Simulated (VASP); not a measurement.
Set up this calculation in VASP 6.6.1, as the native input.

| Property | Result |
| --- | --- |
| Task | single point |
| Functional | revPBE |
| Potentials or basis | VASP PAW PBE potentials, release 64 (Hf_pv) |
| Cutoff | 520 eV |
| k mesh | 6 × 6 × 3 |
| Occupations | fermi-dirac, width 0.05 eV |
| Spin | no spin polarisation |
| Dipole correction | no |
| Further INCAR settings | ALGO = Normal; EDIFF = 1e-07; NBANDS = 17 |

The structure of Hf lies in POSCAR:

```
Hf
1.0
    3.1967000000      0.0000000000      0.0000000000
   -1.5983500000      2.7684234083      0.0000000000
    0.0000000000      0.0000000000      5.0578000000
Hf
2
Direct
    0.6666666667      0.3333333333      0.7500000000
    0.3333333333      0.6666666667      0.2500000000
```

The input as run:

INCAR

```
SYSTEM = Hf
ALGO     = Normal         ! electronic algorithm
EDIFF    = 1E-7           ! SCF threshold, eV
ENCUT    = 520            ! plane-wave cutoff, eV
GGA      = RE             ! functional
ISIF     = 2              ! what is computed and relaxed
ISMEAR   = -1             ! smearing method
LASPH    = .True.         ! aspherical terms in the spheres
LCHARG   = .True.         ! write CHGCAR
LELF     = .True.         ! ELF
LREAL    = .False.        ! projectors in reciprocal space
LVHAR    = .True.       
LWAVE    = .False.        ! write WAVECAR
NBANDS   = 17             ! bands
NELM     = 100            ! most SCF steps
PREC     = Accurate       ! precision mode
SIGMA    = 0.05           ! smearing width, eV
```

KPOINTS

```
k-points
0
Gamma
  6 6 3
  0 0 0
```

Potentials or basis: VASP PAW PBE potentials, release 64 (Hf_pv).

Launch:

```console
$ cat potpaw_PBE.64/Hf_pv/POTCAR > POTCAR
$ mpirun -np 1 vasp_std > vasp.out
```

It gave:

```json
{"Pressure": "3.0 GPa", "Band gap on the k mesh": "zero (band 10 reaches 6.18 eV, above the bottom of band 11 at 4.90 eV)"}
```

Caveat: the k points lie up to 0.41 Å⁻¹ apart; the PAW data sets were made with another functional, which shifts forces and pressure a little; spin-orbit coupling is left out, which moves the levels of the heavy elements.

Wall time 17 s on 1 thread of AMD EPYC 7R13 Processor (Zen 3) (shared host), peak memory 0.12 GiB.
